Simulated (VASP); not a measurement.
# InGa3P4 (P-4m2) in VASP: notebook

Runs on InGa3P4. Level: PBE. Tasks: single point.

Everything below comes from runs of VASP 6.6.1. Logs are shortened: lines on timing, memory, paths and dates and some standing lists are left out, and cuts for length are marked.

## Step 1: The cell of the first run

It takes space group P-4m2 (No. 115, tetragonal). The conventional cell has a = 3.849 Å, b = 3.849 Å, c = 10.887 Å, α = 90.00°, β = 90.00°, γ = 90.00°. Within 3.1 Å of In (site symmetry -4m2) lie 4 P at 2.36 Å. Within 3.1 Å of Ga (site symmetry 2mm) lie 4 P at 2.36 Å. Ga (site symmetry -4m2) has 4 P at 2.36 Å within 3.1 Å. P (site symmetry 2mm) has 2 In at 2.36 Å and 2 Ga at 2.36 Å within 3.1 Å. P (site symmetry 2mm) has 4 Ga at 2.36 Å within 3.1 Å.

## Step 2: Single point, PBE

Contents of INCAR:

```
  ALGO = Normal
  EDIFF = 1E-6
  ENCUT = 520
  GGA = PE
  ISIF = 2
  ISMEAR = 0
  LASPH = T
  LCHARG = F
  LREAL = F
  LWAVE = F
  NBANDS = 46
  NELM = 60
  PREC = Accurate
  SIGMA = 0.1
```

Contents of KPOINTS:

```
k-points
0
Gamma
  4 4 2
```

Contents of POSCAR:

```
InGa3P4
1.0
    3.8490441700      0.0000000000      0.0000000000
    0.0000000000      3.8490441700      0.0000000000
    0.0000000000      0.0000000000     10.8867409300
In Ga P
1 3 4
Direct
    0.5000000000      0.5000000000      0.0000000000
    0.0000000000      0.0000000000      0.7500000000
    0.0000000000      0.0000000000      0.2500000000
    0.5000000000      0.5000000000      0.5000000000
    0.5000000000      0.0000000000      0.8750000000
    0.0000000000      0.5000000000      0.1250000000
    0.5000000000      0.0000000000      0.3750000000
    0.0000000000      0.5000000000      0.6250000000
```

Potentials or basis: VASP PAW PBE potentials, release 64 (In_d, Ga_d, P).

On the command line:

```sh
> cat potpaw_PBE.64/In_d/POTCAR potpaw_PBE.64/Ga_d/POTCAR potpaw_PBE.64/P/POTCAR > POTCAR
> mpirun -np 1 vasp_std > vasp.out
```

OUTCAR:

```text
EDIFF = 1E-6
   ENCUT = 520
   GGA = PE
   ISIF = 2
   ISMEAR = 0
   LASPH = T
   LREAL = F
   NELM = 60
   PREC = Accurate

 ion  position               nearest neighbor table
   1  0.500  0.500  0.000-   5 2.36   6 2.36   5 2.36   6 2.36
   2  0.000  0.000  0.750-   5 2.36   8 2.36   8 2.36   5 2.36
   3  0.000  0.000  0.250-   6 2.36   7 2.36   6 2.36   7 2.36
   4  0.500  0.500  0.500-   7 2.36   8 2.36   7 2.36   8 2.36
   5  0.500  0.000  0.875-   1 2.36   2 2.36   1 2.36   2 2.36
   6  0.000  0.500  0.125-   1 2.36   3 2.36   3 2.36   1 2.36
   7  0.500  0.000  0.375-   3 2.36   4 2.36   4 2.36   3 2.36
   8  0.000  0.500  0.625-   2 2.36   4 2.36   2 2.36   4 2.36

  LATTYP: Found a simple tetragonal cell.
 ALAT       =     3.8490441700
 C/A-ratio  =     2.8284271235

  Lattice vectors:

 A1 = (   3.8490441700,   0.0000000000,   0.0000000000)
 A2 = (   0.0000000000,   3.8490441700,   0.0000000000)
 A3 = (   0.0000000000,   0.0000000000,  10.8867409300)

Analysis of symmetry for initial positions (statically):
=====================================================================
 Subroutine PRICEL returns:
 Original cell was already a primitive cell.

 Routine SETGRP: Setting up the symmetry group for a
 simple tetragonal supercell.

 Subroutine GETGRP returns: Found  8 space group operations
 (whereof  8 operations were pure point group operations)
 out of a pool of 16 trial point group operations.

The static configuration has the point symmetry D_2d.

Analysis of symmetry for dynamics (positions and initial velocities):
=====================================================================
 Subroutine PRICEL returns:
 Original cell was already a primitive cell.

 Routine SETGRP: Setting up the symmetry group for a
 simple tetragonal supercell.

 Subroutine GETGRP returns: Found  8 space group operations
 (whereof  8 operations were pure point group operations)
 out of a pool of 16 trial point group operations.

The dynamic configuration has the point symmetry D_2d.

 Subroutine INISYM returns: Found  8 space group operations
 (whereof  8 operations are pure point group operations),
 and found     1 'primitive' translations

----------------------------------------------------------------------------------------

                                     Primitive cell

  volume of cell :     161.2886

  direct lattice vectors                    reciprocal lattice vectors
     3.849044170  0.000000000  0.000000000     0.259804761  0.000000000  0.000000000
     0.000000000  3.849044170  0.000000000     0.000000000  0.259804761  0.000000000
     0.000000000  0.000000000 10.886740930     0.000000000  0.000000000  0.091854854

  length of vectors
     3.849044170  3.849044170 10.886740930     0.259804761  0.259804761  0.091854854

  position of ions in fractional coordinates (direct lattice)
     0.500000000  0.500000000  0.000000000
     0.000000000  0.000000000  0.750000000
     0.000000000  0.000000000  0.250000000
     0.500000000  0.500000000  0.500000000
     0.500000000  0.000000000  0.875000000
     0.000000000  0.500000000  0.125000000
     0.500000000  0.000000000  0.375000000
     0.000000000  0.500000000  0.625000000

  ion indices of the primitive-cell ions
   primitive index   ion index
                 1           1
                 2           2
                 3           3
                 4           4
                 5           5
                 6           6
                 7           7
                 8           8

----------------------------------------------------------------------------------------

 KPOINTS: k-points

Automatic generation of k-mesh.
 Grid dimensions read from file:
 generate k-points for:    4    4    2

 Generating k-lattice:

  Cartesian coordinates                     Fractional coordinates (reciprocal lattice)
     0.064951190  0.000000000  0.000000000     0.250000000  0.000000000  0.000000000
     0.000000000  0.064951190  0.000000000     0.000000000  0.250000000  0.000000000
     0.000000000  0.000000000  0.045927427     0.000000000  0.000000000  0.500000000

  Length of vectors
     0.064951190  0.064951190  0.045927427

  Shift w.r.t. Gamma in fractional coordinates (k-lattice)
     0.000000000  0.000000000  0.000000000

 Subroutine IBZKPT returns following result:
 ===========================================

 Found     12 irreducible k-points:

 Following reciprocal coordinates:
            Coordinates               Weight
  0.000000  0.000000  0.000000      1.000000
  0.250000  0.000000  0.000000      4.000000
  0.500000  0.000000  0.000000      2.000000
  0.250000  0.250000  0.000000      4.000000
  0.500000  0.250000  0.000000      4.000000
  0.500000  0.500000  0.000000      1.000000
  0.000000  0.000000  0.500000      1.000000
  0.250000  0.000000  0.500000      4.000000
  0.500000  0.000000  0.500000      2.000000
  0.250000  0.250000  0.500000      4.000000
  0.500000  0.250000  0.500000      4.000000
  0.500000  0.500000  0.500000      1.000000
   k-points           NKPTS =     12   k-points in BZ     NKDIM =     12   number of bands    NBANDS=     46
   number of dos      NEDOS =    301   number of ions     NIONS =      8
   total plane-waves  NPLWV =  75600
   dimension x,y,z NGX =    30 NGY =   30 NGZ =   84
   dimension x,y,z NGXF=    60 NGYF=   60 NGZF=  168
   ions per type =               1   3   4
   NGX,Y,Z   is equivalent  to a cutoff of  12.96, 12.96, 12.83 a.u.
   NGXF,Y,Z  is equivalent  to a cutoff of  25.91, 25.91, 25.65 a.u.
 SYSTEM =  unknown system
   PREC   = accura    normal or accurate (medium, high low for compatibility)
   ISTART =      0    job   : 0-new  1-cont  2-samecut
   ICHARG =      2    charge: 1-file 2-atom 10-const
   ISPIN  =      1    spin polarized calculation?
   LNONCOLLINEAR =      F non collinear calculations
   LSORBIT =      F    spin-orbit coupling
   LASPH  =      T    aspherical Exc in radial PAW
   ENCUT  =  520.0 eV  38.22 Ry    6.18 a.u.   7.16  7.16 20.24*2*pi/ulx,y,z
   NELM   =     60;   NELMIN=  2; NELMDL= -5     # of ELM steps
   EDIFF  = 0.1E-05   stopping-criterion for ELM
   LREAL  =      F    real-space projection
   EDIFFG = 0.1E-04   stopping-criterion for IOM
   NSW    =      0    number of steps for IOM
   IBRION =     -1    ionic relax: 0-MD 1-quasi-New 2-CG
   NFREE  =      0    steps in history (QN), initial steepest desc. (CG)
   ISIF   =      2    stress and relaxation
   ISYM   =      2    0-nonsym 1-usesym 2-fastsym
   POTIM  = 0.5000    time-step for ionic-motion
   TEBEG  =    0.0;   TEEND  =   0.0 temperature during run
   PSTRESS=    0.0 pullay stress
   NELECT =      72.0000    total number of electrons
   NUPDOWN=      -1.0000    fix difference up-down
   EMIN   =  10.00;   EMAX   =-10.00  energy-range for DOS
   EFERMI =   0.00;   METHOD = LEGACY
   ISMEAR =     0;   SIGMA  =   0.10  broadening in eV -4-tet -1-fermi 0-gaus
   EFERMI_NEDOS =   21; number of points for ismear=-14 and -15
   IALGO  =     38    algorithm
   IMIX   =      4    mixing-type and parameters
     AMIX     =   0.40;   BMIX     =  1.00
     AMIX_MAG =   1.60;   BMIX_MAG =  1.00
  volume/ion in A,a.u.               =      20.16       136.05
  Fermi-wavevector in a.u.,A,eV,Ry     =   1.251174  2.364376 21.299061  1.565437
  Thomas-Fermi vector in A             =   2.385134
   LORBIT       =      0    0 simple, 1 ext, 2 COOP (PROOUT), +10 PAW based schemes
   GGA     = PE    functional components
   LHFCALC =     F    Hartree Fock is set to
   AEXX    =    0.0000 exact exchange contribution
   IVDW    =     0    specifies the selected vdW correction
   LEPSILON=     F    determine dielectric tensor
   LRPA    =     F    only Hartree local field effects (RPA)
 non-spin polarized calculation
 Gauss-broadening in eV      SIGMA  =   0.10
  energy-cutoff  :      520.00
  volume of cell :      161.29
 maximum number of plane-waves:      4380
 NGX is ok and might be reduce to    30
   NGX = 15   NGY = 15   NGZ = 41

 number of electron      71.9999978 magnetization

 Free energy of the ion-electron system (eV)
  ---------------------------------------------------
  ext. energy  EPLUGINS =         0.00000000
  ---------------------------------------------------
  free energy    TOTEN  =       -34.65615619 eV

  energy without entropy =      -34.65615619  energy(sigma->0) =      -34.65615619

 E-fermi :   6.0180     XC(G=0):  -9.9585

 val. band max:        5.5395494620   @ k =   0.0000   0.0000   0.0000
 cond. band min:       7.0664653607   @ k =   0.5000   0.0000   0.0000
 fundamental gap:      1.5269158987
 Fermi energy:         6.0180435393

 k-point     1 :       0.0000    0.0000    0.0000
  band No.  band energies     occupation
      1      -9.3500      2.00000
      2      -9.2108      2.00000
      3      -9.2064      2.00000
      4      -9.1347      2.00000
      5      -9.1347      2.00000
      6      -9.1272      2.00000
[... 38 lines left out ...]
     45       9.4022      0.00000
     46       9.4846      0.00000

 k-point     2 :       0.2500    0.0000    0.0000
  band No.  band energies     occupation
      1      -9.3177      2.00000
      2      -9.2203      2.00000
      3      -9.2095      2.00000
      4      -9.1742      2.00000
      5      -9.1240      2.00000
      6      -9.1139      2.00000
[... 38 lines left out ...]
     45      10.3115      0.00000
     46      11.0981      0.00000

 k-point     3 :       0.5000    0.0000    0.0000
  band No.  band energies     occupation
      1      -9.2934      2.00000
      2      -9.2657      2.00000
      3      -9.2135      2.00000
      4      -9.2047      2.00000
      5      -9.1166      2.00000
      6      -9.1094      2.00000
[... 430 lines left out ...]
     45      11.9060      0.00000
     46      12.0889      0.00000

 k-point    12 :       0.5000    0.5000    0.5000
  band No.  band energies     occupation
      1      -9.3283      2.00000
      2      -9.3283      2.00000
      3      -9.2406      2.00000
      4      -9.2406      2.00000
      5      -9.0769      2.00000
      6      -9.0769      2.00000
[... 38 lines left out ...]
     45      13.7766      0.00000
     46      13.8859      0.00000

------------------------ aborting loop because EDIFF is reached ----------------------------------------

  FORCE on cell =-STRESS in cart. coord.  units (eV):
  Direction    XX          YY          ZZ          XY          YZ          ZX
  --------------------------------------------------------------------------------------
  -------------------------------------------------------------------------------------
  Total       10.0699153     10.0699153      9.0603883      0.0000000      0.0000000      0.0000000
  in kB      100.0305655    100.0305655     90.0023221      0.0000000      0.0000000      0.0000000
  external PRESSURE =      96.6878177 kB  Pullay stress =       0.0000000 kB

 VOLUME and BASIS-vectors are now :
 -----------------------------------------------------------------------------
  energy-cutoff  :      520.00
  volume of cell :      161.29
      direct lattice vectors                 reciprocal lattice vectors
     3.849044170  0.000000000  0.000000000     0.259804761  0.000000000  0.000000000
     0.000000000  3.849044170  0.000000000     0.000000000  0.259804761  0.000000000
     0.000000000  0.000000000 10.886740930     0.000000000  0.000000000  0.091854854

 POSITION                                       TOTAL-FORCE (eV/Angst)
 -----------------------------------------------------------------------------------
      1.92452      1.92452      0.00000        -0.000000     -0.000000      0.000000
      0.00000      0.00000      8.16506        -0.000000      0.000000     -0.116082
      0.00000      0.00000      2.72169        -0.000000      0.000000      0.116082
      1.92452      1.92452      5.44337         0.000000     -0.000000      0.000000
      1.92452      0.00000      9.52590        -0.000000      0.000000     -2.219903
      0.00000      1.92452      1.36084        -0.000000      0.000000      2.219903
      1.92452      0.00000      4.08253        -0.000000      0.000000      0.005215
      0.00000      1.92452      6.80421        -0.000000      0.000000     -0.005215
 -----------------------------------------------------------------------------------
    total drift:                                0.000000      0.000000      0.000000

  FREE ENERGIE OF THE ION-ELECTRON SYSTEM (eV)
  ---------------------------------------------------
  free  energy   TOTEN  =       -34.6561561898 eV

  energy  without entropy=      -34.6561561898  energy(sigma->0) =      -34.65615619
```

It took 93 s on 1 thread of Intel Xeon Platinum 8488C (Sapphire Rapids), shared host; peak memory 0.29 GiB.

Results:

| Quantity | Value |
| --- | --- |
| Free energy | -34.6562 eV |
| Pressure | 9.7 GPa |
| Largest force | 2.220 eV/Å |
| Band gap on the k mesh | 1.53 eV (least direct gap 1.53 eV) |

Forces in eV/Å, atoms in the order of the input:
```
In   0.000  0.000  0.000
Ga   0.000  0.000 -0.116
Ga   0.000  0.000  0.116
Ga   0.000  0.000  0.000
P    0.000  0.000 -2.220
P    0.000  0.000  2.220
P    0.000  0.000  0.005
P    0.000  0.000 -0.005
```

Levels at points of the mesh, in eV from the valence-band top:
```
           k point  band 34  band 35  band 36  band 37  band 38  band 39
(0.00, 0.00, 0.00)    -0.01     0.00     0.00     1.53     1.66     1.85
(0.50, 0.00, 0.00)    -1.25    -1.14    -1.08     1.53     1.91     3.01
(0.50, 0.50, 0.00)    -2.84    -2.84    -2.78     1.54     1.54     1.70
(0.00, 0.00, 0.50)    -0.77    -0.60    -0.60     1.55     1.58     2.37
(0.50, 0.00, 0.50)    -1.26    -1.25    -1.09     2.46     2.54     2.61
(0.50, 0.50, 0.50)    -3.25    -3.21    -3.21     2.61     2.61     2.71
```

Caveat: the cell stands under pressure; spin-orbit coupling is left out, which moves the levels of the heavy elements; forces of over 1 eV/Å act on the atoms, so gaps and moduli don't describe the material at rest. A k mesh can miss the band edges.

## Step 3: Single point, PBE

This run uses another cell than the first one, of 22.19 Å³/atom.

Contents of INCAR:

```
SYSTEM = InGa3P4
PREC = Accurate
ENCUT = 520
EDIFF = 1E-7
ISMEAR = 0
SIGMA = 0.1
LREAL = .FALSE.
LASPH = .TRUE.
NELM = 60
ALGO = Normal
ISIF = 2
LWAVE = .FALSE.
LCHARG = .FALSE.
GGA = PE
NBANDS = 46
```

Contents of KPOINTS:

```
regular mesh
0
G
  4 4 2
  0 0 0
```

Contents of POSCAR:

```
InGa3P4
1.0
    3.9822421235      0.0000000000      0.0000000000
    0.0000000000      3.9822421235      0.0000000000
    0.0000000000      0.0000000000     11.1932482827
In Ga P
1 3 4
Direct
    0.5000000000      0.5000000000      0.0000000000
    0.0000000000      0.0000000000      0.7401798723
    0.0000000000      0.0000000000      0.2598201277
    0.5000000000      0.5000000000      0.5000000000
    0.5000000000      0.0000000000      0.8588273245
    0.0000000000      0.5000000000      0.1411726755
    0.5000000000      0.0000000000      0.3798797009
    0.0000000000      0.5000000000      0.6201202991
```

Potentials or basis: VASP PAW PBE potentials, release 64 (In_d, Ga_d, P).

On the command line:

```sh
> cat potpaw_PBE.64/In_d/POTCAR potpaw_PBE.64/Ga_d/POTCAR potpaw_PBE.64/P/POTCAR > POTCAR
> mpirun -np 1 vasp_std > vasp.out
```

It took 1.8 min on 1 thread of Intel Xeon Platinum 8488C (Sapphire Rapids), shared host; peak memory 0.3 GiB.

The run converged. Its results:

```yaml
Free_energy: -35.4692 eV
Pressure: 0.0 GPa
Largest_force: 0.020 eV/Å
Band_gap_on_the_k_mesh: 1.12 eV
```

Forces on the atoms (eV/Å):
```
In   0.000  0.000  0.000
Ga   0.000  0.000 -0.007
Ga   0.000  0.000  0.007
Ga   0.000  0.000  0.000
P    0.000  0.000  0.020
P    0.000  0.000 -0.020
P    0.000  0.000  0.014
P    0.000  0.000 -0.014
```

Levels at points of the mesh, in eV from the valence-band top:
```
           k point  band 34  band 35  band 36  band 37  band 38  band 39
(0.00, 0.00, 0.00)    -0.06     0.00     0.00     1.12     1.59     1.66
(0.50, 0.00, 0.00)    -1.03    -1.01    -0.62     1.32     1.51     2.68
(0.50, 0.50, 0.00)    -2.48    -2.48    -2.36     1.73     1.73     1.84
(0.00, 0.00, 0.50)    -0.76    -0.43    -0.43     1.56     1.57     2.19
(0.50, 0.00, 0.50)    -1.32    -1.30    -0.62     2.16     2.22     2.28
(0.50, 0.50, 0.50)    -2.80    -2.79    -2.79     2.70     2.70     2.81
```

Caveat: spin-orbit coupling is left out, which moves the levels of the heavy elements. A k mesh can miss the band edges.
